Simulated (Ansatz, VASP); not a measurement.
Cd: VASP beside Ansatz

Contents of POSCAR:

```
Cd
1.0
    2.9008937457      0.0000000000      0.0000000000
    0.0000000000      2.9008937457      0.0000000000
    0.0000000000      0.0000000000      2.9008937457
Cd
1
Direct
    0.0000000000      0.0000000000      0.0000000000
```

Contents of INCAR.step1:

```
SYSTEM = Cd
ALGO = Normal
EDIFF = 1E-5
ENCUT = 550
GGA = PE
GGA_COMPAT = .False.
ISMEAR = -1
LASPH = .True.
LCHARG = .False.
LREAL = .False.
LWAVE = .True.
NBANDS = 12
NELM = 120
PREC = Accurate
SIGMA = 0.1
```

INCAR.step2

```
SYSTEM = Cd
ALGO = Normal
EDIFF = 1E-6
ENCUT = 550
GGA_COMPAT = .False.
ISIF = 2
ISMEAR = -1
ISTART = 1
LASPH = .True.
LCHARG = .False.
LMIXTAU = .True.
LREAL = .False.
LWAVE = .False.
METAGGA = R2SCAN
NBANDS = 12
NELM = 120
PREC = Accurate
SIGMA = 0.1
```

KPOINTS

```
k-points
0
Gamma
  12 12 12
  0 0 0
```

Input for Ansatz:

```yaml
crystal:
  lattice:
    - [2.9008937457, 0.0, 0.0]
    - [0.0, 2.9008937457, 0.0]
    - [0.0, 0.0, 2.9008937457]
  atoms:
    - { symbol: Cd, position: [0.0, 0.0, 0.0] }
hamiltonian:
  xc: r2scan
  pseudopotentials:
    kind: paw
    azcp:
      Cd: "pseudopotentials/Cd.paw.azcp"
basis:
  ecutwfc: 500
  fft_grid_basis: typed
kpoints:
  mp_grid: { grid: [12, 12, 12], shift: [0, 0, 0] }
magnetization:
  spin_polarized: false
scf:
  occupations: { method: fermi_dirac, width: 0.1 }
  lower_state_search: "off"
output:
  stress: true
```

Alike in both runs: task single point; functional r2SCAN; k mesh 12 × 12 × 12; occupations fermi-dirac, width 0.1 eV; no spin polarisation.

```csv
,VASP,Ansatz
version,VASP 6.6.1,Ansatz 0.2.0
potentials or method,"VASP PAW PBE potentials, release 64 (Cd), cutoff 550 eV","plane waves (500 eV) with PAW, scalar-relativistic"
valence electrons in the cell,12,20
```

Ansatz gave:

* pressure (GPa): 1.9

Q: Which values does VASP return?

A: Pressure (GPa): 2.2.

VASP's potentials were made for PBE, not for r2SCAN. VASP's potentials hold 12 valence electrons a cell and Ansatz's 20, so a difference there can come from the potentials and not from the codes.
